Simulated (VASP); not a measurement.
# PtPb (P6_3/mmc) in VASP: notebook, part 3 of 3

VASP 6.6.1. Earlier steps stand in the parts before.

### 5 Electric field gradients, LDA (volume scaled by 1.06)

INCAR

```
PREC     = Accurate       # precision mode
ENCUT    = 520            # plane-wave cutoff, eV
EDIFF    = 1E-8           # SCF threshold, eV
ISMEAR   = -1             # smearing method
SIGMA    = 0.05           # smearing width, eV
LREAL    = False          # projectors in reciprocal space
LASPH    = True           # aspherical terms in the spheres
NELM     = 60             # most SCF steps
ALGO     = Normal         # electronic algorithm
ISIF     = 2              # what is computed and relaxed
LWAVE    = False          # write WAVECAR
LCHARG   = False          # write CHGCAR
GGA      = CA             # functional
LEFG     = True         
NBANDS   = 32             # bands
```

KPOINTS

```
regular mesh
0
Gamma
  10 10 7
```

POSCAR

```
PtPb
1.0
    4.3333553933      0.0000000000      0.0000000000
   -2.1666776967      3.7527958542      0.0000000000
    0.0000000000      0.0000000000      5.5630075591
Pt Pb
2 2
Direct
    0.3333333333      0.6666666667      0.2500000000
    0.6666666667      0.3333333333      0.7500000000
    0.0000000000      0.0000000000      0.0000000000
    0.0000000000      0.0000000000      0.5000000000
```

Potentials or basis: VASP PAW LDA potentials, release 64 (Pt, Pb_d).

Started as:

```
> cat potpaw_LDA.64/Pt/POTCAR potpaw_LDA.64/Pb_d/POTCAR > POTCAR
> mpirun -np 1 vasp_std > vasp.out
```

OUTCAR:

```text
PREC = Accurate
   ENCUT = 520
   EDIFF = 1E-8
   ISMEAR = -1
   LREAL = False
   LASPH = True
   NELM = 60
   ISIF = 2
   GGA = CA

 ion  position               nearest neighbor table
   1  0.333  0.667  0.250-   3 2.86   4 2.86   3 2.86   4 2.86   3 2.86   4 2.86
   2  0.667  0.333  0.750-   3 2.86   4 2.86   3 2.86   4 2.86   3 2.86   4 2.86
   3  0.000  0.000  0.000-   4 2.78   4 2.78   1 2.86   2 2.86   2 2.86   1 2.86   2 2.86   1 2.86

   4  0.000  0.000  0.500-   3 2.78   3 2.78   1 2.86   2 2.86   2 2.86   1 2.86   2 2.86   1 2.86

  LATTYP: Found a hexagonal cell.
 ALAT       =     4.3333553933
 C/A-ratio  =     1.2837644398

  Lattice vectors:

 A1 = (   4.3333553933,   0.0000000000,   0.0000000000)
 A2 = (  -2.1666776967,   3.7527958542,   0.0000000000)
 A3 = (   0.0000000000,   0.0000000000,   5.5630075591)

Analysis of symmetry for initial positions (statically):
=====================================================================
 Subroutine PRICEL returns:
 Original cell was already a primitive cell.
[... 1045 lines left out ...]
     -0.00000      2.50186      1.39075         0.000000     -0.000000      0.000000
      2.16668      1.25093      4.17226        -0.000000      0.000000      0.000000
      0.00000      0.00000      0.00000         0.000000      0.000000      0.000000
      0.00000      0.00000      2.78150        -0.000000      0.000000      0.000000
 -----------------------------------------------------------------------------------
    total drift:                                0.000000     -0.000000      0.000000

  FREE ENERGIE OF THE ION-ELECTRON SYSTEM (eV)
  ---------------------------------------------------
  free  energy   TOTEN  =       -21.7902514378 eV

  energy  without entropy=      -21.7666948323  energy(sigma->0) =      -21.77847314

 Electric field gradients (V/A^2)
---------------------------------------------------------------------
 ion       V_xx      V_yy      V_zz      V_xy      V_xz      V_yz
---------------------------------------------------------------------
   1     -27.765   -27.765    55.530     0.000    -0.000     0.000
   2     -27.765   -27.765    55.530     0.000     0.000    -0.000
   3      -4.645    -4.645     9.290     0.000    -0.000     0.000
   4      -4.645    -4.645     9.290     0.000     0.000    -0.000
---------------------------------------------------------------------

 Electric field gradients after diagonalization (V/A^2)
 (convention: |V_zz| > |V_xx| > |V_yy|)
----------------------------------------------------------------------
 ion       V_xx      V_yy      V_zz     asymmetry (V_yy - V_xx)/ V_zz
----------------------------------------------------------------------
   1     -27.766   -27.765    55.530       0.000
   2     -27.766   -27.765    55.530       0.000
   3      -4.645    -4.645     9.290       0.000
   4      -4.645    -4.645     9.290       0.000
----------------------------------------------------------------------

           NMR quadrupolar parameters

 Cq : quadrupolar parameter    Cq=e*Q*V_zz/h
 eta: asymmetry parameters     (V_yy - V_xx)/ V_zz
 Q  : nuclear electric quadrupole moment in mb (millibarn)
----------------------------------------------------------------------
 ion       Cq(MHz)       eta       Q (mb)
----------------------------------------------------------------------
   1       0.134       0.000       1.000
   2       0.134       0.000       1.000
   3       0.022       0.000       1.000
   4       0.022       0.000       1.000
----------------------------------------------------------------------
```

OSZICAR:

```text
N       E                     dE             d eps       ncg     rms          rms(c)
DAV:   1     0.521691291545E+03    0.52169E+03   -0.22698E+04  3584   0.176E+03
DAV:   2     0.271296478555E+02   -0.49456E+03   -0.46547E+03  3800   0.474E+02
DAV:   3    -0.203602800808E+02   -0.47490E+02   -0.44778E+02  4336   0.166E+02
DAV:   4    -0.220664563383E+02   -0.17062E+01   -0.17011E+01  4192   0.319E+01
DAV:   5    -0.221545420374E+02   -0.88086E-01   -0.88080E-01  5384   0.721E+00    0.691E+00
DAV:   6    -0.218664590968E+02    0.28808E+00   -0.71467E-01  4248   0.677E+00    0.352E+00
DAV:   7    -0.218061580537E+02    0.60301E-01   -0.90226E-02  5168   0.374E+00    0.180E+00
DAV:   8    -0.217912383292E+02    0.14920E-01   -0.31526E-02  4728   0.129E+00    0.347E-01
DAV:   9    -0.217902843688E+02    0.95396E-03   -0.44778E-03  4728   0.863E-01    0.666E-02
DAV:  10    -0.217902510523E+02    0.33316E-04   -0.22330E-04  5024   0.176E-01    0.202E-02
DAV:  11    -0.217902514010E+02   -0.34868E-06   -0.95247E-06  5056   0.247E-02    0.242E-03
DAV:  12    -0.217902514387E+02   -0.37716E-07   -0.52578E-07  4712   0.582E-03    0.152E-03
DAV:  13    -0.217902514378E+02    0.96315E-09   -0.53115E-08  4416   0.213E-03
   1 F= -.21790251E+02 E0= -.21778473E+02  d E =-.235566E-01
```

Wall time 3.1 min (1 thread of Intel Xeon 8259CL, shared host); peak memory 0.26 GiB.

Results:

```
Free energy            : -21.7903 eV
Pressure               : 0.1 GPa
Band gap on the k mesh : zero (band 24 reaches 9.69 eV, above the bottom of band 25 at 7.13 eV)
```

Stress tensor (GPa, compression positive):
```
-7.54  0.00  0.00
 0.00 -7.54  0.00
 0.00  0.00 15.50
```

Electric field gradients, principal values (V/Å²):
```csv
atom,least,middle,greatest (by size)
1 Pt,-27.765,-27.766,55.530
2 Pt,-27.765,-27.766,55.530
3 Pb,-4.645,-4.645,9.290
4 Pb,-4.645,-4.645,9.290
```

Caveat: without QUAD_EFG the Cq values of the log hold for a quadrupole moment of 1 mb, not for the nuclei; spin-orbit coupling is left out, which moves the levels of the heavy elements.

### 6 Summary

```csv
cell,gap on the mesh (eV),pressure (GPa)
"a = 4.250, b = 4.250, c = 5.456 Å, angles 90.0, 90.0, 120.0°, 4 atoms",none,6.9
"a = 4.250, b = 4.250, c = 5.565 Å, angles 90.0, 90.0, 120.0°, 4 atoms",none,3.9
"a = 4.333, b = 4.333, c = 5.563 Å, angles 90.0, 90.0, 120.0°, 4 atoms",none,0.1
```

Alike in all rows: task electric field gradients; level LDA; potentials or basis VASP PAW LDA potentials, release 64 (Pt, Pb_d); no spin polarisation; k mesh 10 × 10 × 7; cutoff (eV) 520; smearing fermi-dirac 0.05 eV.

Caveats: spin-orbit coupling is left out, which moves the levels of the heavy elements.

Absolute energies hang on the potentials; compare differences alone.
